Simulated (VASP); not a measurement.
# CO2 (Pa-3) in VASP: further runs

CO2 is run at these levels: PBE; tasks: single point.

Program: VASP 6.6.1. These are calculated values, not measurements. Logs are shortened: lines on timing, memory, paths and dates and some standing lists are left out, and cuts for length are marked.

## 1. The cell of the first run

It takes space group Pa-3 (No. 205, cubic). The conventional cell has a = 5.716 Å, b = 5.716 Å, c = 5.716 Å, α = 90.00°, β = 90.00°, γ = 90.00°. Within 1.5 Å of C (site symmetry -3) lie 2 O at 1.10 Å. Within 1.5 Å of O (site symmetry 3) lie 1 C at 1.10 Å.

## 2. Single point, PBE (volume 15.561 Å^3 an atom, c/a of the conventional cell 1.0000)

The input, INCAR:

```
SYSTEM = CO2
ALGO = Normal
EDIFF = 1E-6
ENCUT = 520
GGA = PE
ISIF = 2
ISMEAR = 0
LASPH = .TRUE.
LCHARG = .TRUE.
LELF = .TRUE.
LREAL = .FALSE.
LVHAR = .TRUE.
LWAVE = .FALSE.
NBANDS = 44
NELM = 100
PREC = Accurate
SIGMA = 0.05
```

The input, KPOINTS:

```
k-points
0
G
  4 4 4
  0 0 0
```

The input, POSCAR:

```
CO2
1.0
    5.7157459363      0.0000000000      0.0000000000
    0.0000000000      5.7157459363      0.0000000000
    0.0000000000      0.0000000000      5.7157459363
C O
4 8
Direct
    0.0000000000      0.0000000000      0.0000000000
    0.5000000000      0.0000000000      0.5000000000
    0.5000000000      0.5000000000      0.0000000000
    0.0000000000      0.5000000000      0.5000000000
    0.1114834447      0.1114834447      0.1114834447
    0.3885165553      0.8885165553      0.6114834447
    0.6114834447      0.3885165553      0.8885165553
    0.8885165553      0.6114834447      0.3885165553
    0.8885165553      0.8885165553      0.8885165553
    0.6114834447      0.1114834447      0.3885165553
    0.3885165553      0.6114834447      0.1114834447
    0.1114834447      0.3885165553      0.6114834447
```

Potentials or basis: VASP PAW PBE potentials, release 64 (C, O).

Run with:

```
$ cat potpaw_PBE.64/C/POTCAR potpaw_PBE.64/O/POTCAR > POTCAR
$ mpirun -np 1 vasp_std > vasp.out
```

OUTCAR:

```text
SYSTEM = CO2
   EDIFF = 1E-6
   ENCUT = 520
   GGA = PE
   ISIF = 2
   ISMEAR = 0
   LASPH = .TRUE.
   LREAL = .FALSE.
   NELM = 100
   PREC = Accurate

 ion  position               nearest neighbor table
   1  0.000  0.000  0.000-   5 1.10   9 1.10
   2  0.500  0.000  0.500-   6 1.10  10 1.10
   3  0.500  0.500  0.000-   7 1.10  11 1.10
   4  0.000  0.500  0.500-   8 1.10  12 1.10
   5  0.111  0.111  0.111-   1 1.10
   6  0.389  0.889  0.611-   2 1.10
   7  0.611  0.389  0.889-   3 1.10
   8  0.889  0.611  0.389-   4 1.10
   9  0.889  0.889  0.889-   1 1.10
  10  0.611  0.111  0.389-   2 1.10
  11  0.389  0.611  0.111-   3 1.10
  12  0.111  0.389  0.611-   4 1.10

  LATTYP: Found a simple cubic cell.
 ALAT       =     5.7157459363

  Lattice vectors:

 A1 = (   5.7157459363,   0.0000000000,   0.0000000000)
 A2 = (   0.0000000000,   5.7157459363,   0.0000000000)
 A3 = (   0.0000000000,   0.0000000000,   5.7157459363)

Analysis of symmetry for initial positions (statically):
=====================================================================
 Subroutine PRICEL returns:
 Original cell was already a primitive cell.

 Routine SETGRP: Setting up the symmetry group for a
 simple cubic supercell.

 Subroutine GETGRP returns: Found 24 space group operations
 (whereof  6 operations were pure point group operations)
 out of a pool of 48 trial point group operations.

The static configuration has the point symmetry S_6 .
 The point group associated with its full space group is T_h .

Analysis of symmetry for dynamics (positions and initial velocities):
=====================================================================
 Subroutine PRICEL returns:
 Original cell was already a primitive cell.

 Routine SETGRP: Setting up the symmetry group for a
 simple cubic supercell.

 Subroutine GETGRP returns: Found 24 space group operations
 (whereof  6 operations were pure point group operations)
 out of a pool of 48 trial point group operations.

The dynamic configuration has the point symmetry S_6 .
 The point group associated with its full space group is T_h .

 Subroutine INISYM returns: Found 24 space group operations
 (whereof  6 operations are pure point group operations),
 and found     1 'primitive' translations

----------------------------------------------------------------------------------------

                                     Primitive cell

  volume of cell :     186.7320

  direct lattice vectors                    reciprocal lattice vectors
     5.715745936  0.000000000  0.000000000     0.174955292  0.000000000  0.000000000
     0.000000000  5.715745936  0.000000000     0.000000000  0.174955292  0.000000000
     0.000000000  0.000000000  5.715745936     0.000000000  0.000000000  0.174955292

  length of vectors
     5.715745936  5.715745936  5.715745936     0.174955292  0.174955292  0.174955292

  position of ions in fractional coordinates (direct lattice)
     0.000000000  0.000000000  0.000000000
     0.500000000  0.000000000  0.500000000
     0.500000000  0.500000000  0.000000000
     0.000000000  0.500000000  0.500000000
     0.111483445  0.111483445  0.111483445
     0.388516555  0.888516555  0.611483445
     0.611483445  0.388516555  0.888516555
     0.888516555  0.611483445  0.388516555
     0.888516555  0.888516555  0.888516555
     0.611483445  0.111483445  0.388516555
     0.388516555  0.611483445  0.111483445
     0.111483445  0.388516555  0.611483445

  ion indices of the primitive-cell ions
   primitive index   ion index
                 1           1
                 2           2
                 3           3
                 4           4
                 5           5
                 6           6
                 7           7
                 8           8
                 9           9
                10          10
                11          11
                12          12

----------------------------------------------------------------------------------------

 KPOINTS: k-points

Automatic generation of k-mesh.
 Grid dimensions read from file:
 generate k-points for:    4    4    4

 Generating k-lattice:

  Cartesian coordinates                     Fractional coordinates (reciprocal lattice)
     0.043738823  0.000000000  0.000000000     0.250000000  0.000000000  0.000000000
     0.000000000  0.043738823  0.000000000     0.000000000  0.250000000  0.000000000
     0.000000000  0.000000000  0.043738823     0.000000000  0.000000000  0.250000000

  Length of vectors
     0.043738823  0.043738823  0.043738823

  Shift w.r.t. Gamma in fractional coordinates (k-lattice)
     0.000000000  0.000000000  0.000000000

 Subroutine IBZKPT returns following result:
 ===========================================

 Found     11 irreducible k-points:

 Following reciprocal coordinates:
            Coordinates               Weight
  0.000000  0.000000  0.000000      1.000000
  0.250000  0.000000  0.000000      6.000000
[... 35 lines left out ...]
   POTIM  = 0.5000    time-step for ionic-motion
   TEBEG  =    0.0;   TEEND  =   0.0 temperature during run
   PSTRESS=    0.0 pullay stress
   NELECT =      64.0000    total number of electrons
   NUPDOWN=      -1.0000    fix difference up-down
   EMIN   =  10.00;   EMAX   =-10.00  energy-range for DOS
   EFERMI =   0.00;   METHOD = LEGACY
   ISMEAR =     0;   SIGMA  =   0.05  broadening in eV -4-tet -1-fermi 0-gaus
   EFERMI_NEDOS =   21; number of points for ismear=-14 and -15
   IALGO  =     38    algorithm
   IMIX   =      4    mixing-type and parameters
     AMIX     =   0.40;   BMIX     =  1.00
     AMIX_MAG =   1.60;   BMIX_MAG =  1.00
  volume/ion in A,a.u.               =      15.56       105.01
  Fermi-wavevector in a.u.,A,eV,Ry     =   1.145676  2.165014 17.858654  1.312574
  Thomas-Fermi vector in A             =   2.282364
   LORBIT       =      0    0 simple, 1 ext, 2 COOP (PROOUT), +10 PAW based schemes
   GGA     = PE    functional components
   LHFCALC =     F    Hartree Fock is set to
   AEXX    =    0.0000 exact exchange contribution
   IVDW    =     0    specifies the selected vdW correction
   LEPSILON=     F    determine dielectric tensor
   LRPA    =     F    only Hartree local field effects (RPA)
 non-spin polarized calculation
 Gauss-broadening in eV      SIGMA  =   0.05
  energy-cutoff  :      520.00
  volume of cell :      186.73
 maximum number of plane-waves:      5056
 NGX is ok and might be reduce to    48
   NGX = 21   NGY = 21   NGZ = 21

 number of electron      63.9999985 magnetization

 Free energy of the ion-electron system (eV)
  ---------------------------------------------------
  ext. energy  EPLUGINS =         0.00000000
  ---------------------------------------------------
  free energy    TOTEN  =       -89.73166664 eV

  energy without entropy =      -89.73166664  energy(sigma->0) =      -89.73166664

 E-fermi :  -3.8872     XC(G=0):  -7.4984

 val. band max:       -4.1255737526   @ k =   0.0000   0.0000   0.0000
 cond. band min:       3.1128355135   @ k =   0.0000   0.0000   0.0000
 fundamental gap:      7.2384092661
 Fermi energy:        -3.8872474787

 k-point     1 :       0.0000    0.0000    0.0000
  band No.  band energies     occupation
      1     -25.3390      2.00000
      2     -25.2054      2.00000
      3     -25.2054      2.00000
      4     -25.2054      2.00000
      5     -24.2866      2.00000
      6     -24.2866      2.00000
[... 36 lines left out ...]
     43       7.1789      0.00000
     44       7.1789      0.00000

 k-point     2 :       0.2500    0.0000    0.0000
  band No.  band energies     occupation
      1     -25.3202      2.00000
      2     -25.2261      2.00000
      3     -25.2056      2.00000
      4     -25.2056      2.00000
      5     -24.2864      2.00000
      6     -24.2863      2.00000
[... 415 lines left out ...]
 k-point    11 :       0.5000    0.5000    0.5000
  band No.  band energies     occupation
      1     -25.2387      2.00000
      2     -25.2387      2.00000
      3     -25.2387      2.00000
      4     -25.2387      2.00000
      5     -24.2806      2.00000
      6     -24.2806      2.00000
[... 36 lines left out ...]
     43       6.0623      0.00000
     44       6.0623      0.00000

------------------------ aborting loop because EDIFF is reached ----------------------------------------

  FORCE on cell =-STRESS in cart. coord.  units (eV):
  Direction    XX          YY          ZZ          XY          YZ          ZX
  --------------------------------------------------------------------------------------
  -------------------------------------------------------------------------------------
  Total       28.0008297     28.0008297     28.0008297     -0.0000000      0.0000000      0.0000000
  in kB      240.2496332    240.2496332    240.2496332     -0.0000000      0.0000000      0.0000000
  external PRESSURE =     240.2496332 kB  Pullay stress =       0.0000000 kB

 VOLUME and BASIS-vectors are now :
 -----------------------------------------------------------------------------
  energy-cutoff  :      520.00
  volume of cell :      186.73
      direct lattice vectors                 reciprocal lattice vectors
     5.715745936  0.000000000  0.000000000     0.174955292  0.000000000  0.000000000
     0.000000000  5.715745936  0.000000000     0.000000000  0.174955292  0.000000000
     0.000000000  0.000000000  5.715745936     0.000000000  0.000000000  0.174955292

 POSITION                                       TOTAL-FORCE (eV/Angst)
 -----------------------------------------------------------------------------------
      0.00000      0.00000      0.00000        -0.000000      0.000000     -0.000000
      2.85787      0.00000      2.85787        -0.000000      0.000000     -0.000000
      2.85787      2.85787      0.00000        -0.000000      0.000000     -0.000000
      0.00000      2.85787      2.85787        -0.000000      0.000000     -0.000000
      0.63721      0.63721      0.63721         5.446971      5.446971      5.446971
      2.22066      5.07853      3.49508        -5.446971     -5.446971      5.446971
      3.49508      2.22066      5.07853         5.446971     -5.446971     -5.446971
      5.07853      3.49508      2.22066        -5.446971      5.446971     -5.446971
      5.07853      5.07853      5.07853        -5.446971     -5.446971     -5.446971
      3.49508      0.63721      2.22066         5.446971      5.446971     -5.446971
      2.22066      3.49508      0.63721        -5.446971      5.446971      5.446971
      0.63721      2.22066      3.49508         5.446971     -5.446971      5.446971
 -----------------------------------------------------------------------------------
    total drift:                                0.000000      0.000000      0.000000

  FREE ENERGIE OF THE ION-ELECTRON SYSTEM (eV)
  ---------------------------------------------------
  free  energy   TOTEN  =       -89.7316666421 eV

  energy  without entropy=      -89.7316666421  energy(sigma->0) =      -89.73166664
```

Run time: 47 s. Hardware: 1 thread of Intel Xeon 6975P-C (Granite Rapids), shared host; peak memory 0.33 GiB.

What came out:

```
Free energy            : -89.7317 eV
Pressure               : 24.0 GPa
Largest force          : 9.434 eV/Å
Band gap on the k mesh : 7.24 eV, direct
```

Forces in eV/Å, atoms in the order of the input:
```
C    0.000  0.000  0.000
C    0.000  0.000  0.000
C    0.000  0.000  0.000
C    0.000  0.000  0.000
O    5.447  5.447  5.447
O   -5.447 -5.447  5.447
O    5.447 -5.447 -5.447
O   -5.447  5.447 -5.447
O   -5.447 -5.447 -5.447
O    5.447  5.447 -5.447
O   -5.447  5.447  5.447
O    5.447 -5.447  5.447
```

Levels at points of the mesh, in eV from the valence-band top:
```
           k point  band 28  band 29  band 30  band 31  band 32  band 33  band 34  band 35  band 36  band 37
(0.00, 0.00, 0.00)    -0.15    -0.15    -0.15     0.00     0.00     7.24     9.36     9.36     9.36     9.52
(0.50, 0.00, 0.00)    -0.27    -0.23    -0.23    -0.06    -0.06     8.63     8.63     9.21     9.21     9.59
(0.50, 0.50, 0.00)    -0.25    -0.22    -0.22    -0.22    -0.22     9.10     9.10     9.10     9.10     9.89
(0.50, 0.50, 0.50)    -0.25    -0.24    -0.24    -0.24    -0.24     9.30     9.30     9.30     9.30    10.10
```

Caveat: forces of over 1 eV/Å act on the atoms, so gaps and moduli don't describe the material at rest. A k mesh can miss the band edges.

## 3. Single point, PBE (volume 16.153 Å^3 an atom, c/a of the conventional cell 1.0000)

The input, INCAR:

```
PREC = Accurate
ENCUT = 520
EDIFF = 1E-6
ISMEAR = 0
SIGMA = 0.05
LREAL = F
LASPH = T
NELM = 80
ALGO = Normal
ISIF = 2
LWAVE = F
LCHARG = F
GGA = PE
NBANDS = 44
```

The input, KPOINTS:

```
Automatic mesh
0
Gamma
  4 4 4
```

Changes to POSCAR since step 2:

```diff
@@ -2,5 +2,5 @@
 1.0
-    5.7157459363      0.0000000000      0.0000000000
-    0.0000000000      5.7157459363      0.0000000000
-    0.0000000000      0.0000000000      5.7157459363
+    5.7873286587      0.0000000000      0.0000000000
+    0.0000000000      5.7873286587      0.0000000000
+    0.0000000000      0.0000000000      5.7873286587
 C O
```

Potentials or basis: VASP PAW PBE potentials, release 64 (C, O).

Run with:

```
$ cat potpaw_PBE.64/C/POTCAR potpaw_PBE.64/O/POTCAR > POTCAR
$ mpirun -np 1 vasp_std > vasp.out
```

It took 44 s on 1 thread of Intel Xeon 6975P-C (Granite Rapids), shared host; peak memory 0.33 GiB.

Results (log left out):

```
Free energy            : -90.6718 eV
Pressure               : 18.0 GPa
Largest force          : 7.267 eV/Å
Band gap on the k mesh : 7.10 eV, direct
```

Forces in eV/Å, atoms in the order of the input:
```
C    0.000  0.000  0.000
C    0.000  0.000  0.000
C    0.000  0.000  0.000
C    0.000  0.000  0.000
O    4.196  4.196  4.196
O   -4.196 -4.196  4.196
O    4.196 -4.196 -4.196
O   -4.196  4.196 -4.196
O   -4.196 -4.196 -4.196
O    4.196  4.196 -4.196
O   -4.196  4.196  4.196
O    4.196 -4.196  4.196
```

Levels at points of the mesh, in eV from the valence-band top:
```tsv
k point	band 29	band 30	band 31	band 32	band 33	band 34	band 35	band 36
(0.00, 0.00, 0.00)	-0.14	-0.14	0.00	0.00	7.10	9.11	9.11	9.11
(0.50, 0.00, 0.00)	-0.22	-0.22	-0.06	-0.06	8.47	8.47	8.98	8.98
(0.50, 0.50, 0.00)	-0.21	-0.21	-0.21	-0.21	8.89	8.89	8.89	8.89
(0.50, 0.50, 0.50)	-0.23	-0.23	-0.23	-0.23	9.05	9.05	9.05	9.05
```

Caveat: forces of over 1 eV/Å act on the atoms, so gaps and moduli don't describe the material at rest. A k mesh can miss the band edges.

## 4. Single point, PBE (volume 16.746 Å^3 an atom, c/a of the conventional cell 1.0000)

The input, INCAR:

```
SYSTEM = CO2
PREC = Accurate ; ENCUT = 520
EDIFF = 1E-6 ; ISMEAR = 0
SIGMA = 0.05 ; LREAL = .FALSE.
LASPH = .TRUE. ; NELM = 80
ALGO = Normal ; ISIF = 2
LWAVE = .FALSE. ; LCHARG = .TRUE.
GGA = PE ; LELF = .TRUE.
LVHAR = .TRUE. ; NBANDS = 44
```

The input, KPOINTS:

```
regular mesh
0
G
  4 4 4
  0 0 0
```

Changes to POSCAR since step 3:

```diff
@@ -2,5 +2,5 @@
 1.0
-    5.7873286587      0.0000000000      0.0000000000
-    0.0000000000      5.7873286587      0.0000000000
-    0.0000000000      0.0000000000      5.7873286587
+    5.8572996757      0.0000000000      0.0000000000
+    0.0000000000      5.8572996757      0.0000000000
+    0.0000000000      0.0000000000      5.8572996757
 C O
```

Run with:

```
$ cat potpaw_PBE.64/C/POTCAR potpaw_PBE.64/O/POTCAR > POTCAR
$ mpirun -np 1 vasp_std > vasp.out
```

It took 42 s on 1 thread of Intel Xeon 6975P-C (Granite Rapids), shared host; peak memory 0.33 GiB.

The run converged. Its results:

```yaml
Free_energy: -91.3636 eV
Pressure: 12.8 GPa
Largest_force: 5.326 eV/Å
Band_gap_on_the_k_mesh: 6.96 eV, direct
```

Forces in eV/Å, atoms in the order of the input:
```
C    0.000  0.000  0.000
C    0.000  0.000  0.000
C    0.000  0.000  0.000
C    0.000  0.000  0.000
O    3.075  3.075  3.075
O   -3.075 -3.075  3.075
O    3.075 -3.075 -3.075
O   -3.075  3.075 -3.075
O   -3.075 -3.075 -3.075
O    3.075  3.075 -3.075
O   -3.075  3.075  3.075
O    3.075 -3.075  3.075
```

Levels at points of the mesh, in eV from the valence-band top:
```tsv
k point	band 30	band 31	band 32	band 33	band 34	band 35
(0.00, 0.00, 0.00)	-0.13	0.00	0.00	6.96	8.87	8.87
(0.50, 0.00, 0.00)	-0.20	-0.05	-0.05	8.32	8.32	8.76
(0.50, 0.50, 0.00)	-0.19	-0.19	-0.19	8.69	8.69	8.69
(0.50, 0.50, 0.50)	-0.21	-0.21	-0.21	8.82	8.82	8.82
```

Caveat: forces of over 1 eV/Å act on the atoms, so gaps and moduli don't describe the material at rest.

## 5. Single point, PBE (volume 17.339 Å^3 an atom, c/a of the conventional cell 1.0000)

The input, INCAR:

```
  PREC = Accurate
  ENCUT = 520
  EDIFF = 1E-6
  ISMEAR = 0
  SIGMA = 0.05
  LREAL = F
  LASPH = T
  NELM = 60
  ALGO = Normal
  ISIF = 2
  LWAVE = F
  LCHARG = T
  GGA = PE
  LELF = T
  LVHAR = T
  NBANDS = 44
```

The input, KPOINTS:

```
regular mesh
0
Gamma
  4 4 4
```

Changes to POSCAR since step 4:

```diff
@@ -2,5 +2,5 @@
 1.0
-    5.8572996757      0.0000000000      0.0000000000
-    0.0000000000      5.8572996757      0.0000000000
-    0.0000000000      0.0000000000      5.8572996757
+    5.9256377387      0.0000000000      0.0000000000
+    0.0000000000      5.9256377387      0.0000000000
+    0.0000000000      0.0000000000      5.9256377387
 C O
```

Run with:

```
$ cat potpaw_PBE.64/C/POTCAR potpaw_PBE.64/O/POTCAR > POTCAR
$ mpirun -np 1 vasp_std > vasp.out
```

Wall time 44 s (1 thread of Intel Xeon 6975P-C (Granite Rapids), shared host); peak memory 0.34 GiB.

Results (log left out):

```yaml
Free_energy: -91.8406 eV
Pressure: 8.3 GPa
Largest_force: 3.589 eV/Å
Band_gap_on_the_k_mesh: 6.84 eV, direct
```

Forces in eV/Å, atoms in the order of the input:
```
C    0.000  0.000  0.000
C    0.000  0.000  0.000
C    0.000  0.000  0.000
C    0.000  0.000  0.000
O    2.072  2.072  2.072
O   -2.072 -2.072  2.072
O    2.072 -2.072 -2.072
O   -2.072  2.072 -2.072
O   -2.072 -2.072 -2.072
O    2.072  2.072 -2.072
O   -2.072  2.072  2.072
O    2.072 -2.072  2.072
```

Levels at points of the mesh, in eV from the valence-band top:
```
           k point  band 28  band 29  band 30  band 31  band 32  band 33  band 34  band 35  band 36  band 37
(0.00, 0.00, 0.00)    -0.12    -0.12    -0.12     0.00     0.00     6.84     8.64     8.64     8.64     8.79
(0.50, 0.00, 0.00)    -0.22    -0.19    -0.19    -0.05    -0.05     8.17     8.17     8.55     8.55     8.82
(0.50, 0.50, 0.00)    -0.21    -0.18    -0.18    -0.18    -0.18     8.50     8.50     8.50     8.50     9.10
(0.50, 0.50, 0.50)    -0.20    -0.20    -0.20    -0.20    -0.20     8.59     8.59     8.59     8.59     9.26
```

Caveat: forces of over 1 eV/Å act on the atoms, so gaps and moduli don't describe the material at rest.

## 6. Overview

```tsv
cell	gap on the mesh (eV)	pressure (GPa)	largest force (eV/Å)
a = 5.716 Å, 12 atoms	7.24	24.0	9.43
a = 5.787 Å, 12 atoms	7.10	18.0	7.27
a = 5.857 Å, 12 atoms	6.96	12.8	5.33
a = 5.926 Å, 12 atoms	6.84	8.3	3.59
```

Alike in all rows: task single point; level PBE; potentials or basis VASP PAW PBE potentials, release 64 (C, O); no spin polarisation; k mesh 4 × 4 × 4; cutoff (eV) 520; smearing gaussian 0.05 eV.

Caveats: forces of over 1 eV/Å act on the atoms, so gaps and moduli don't describe the material at rest.

Absolute energies hang on the potentials; compare differences alone.
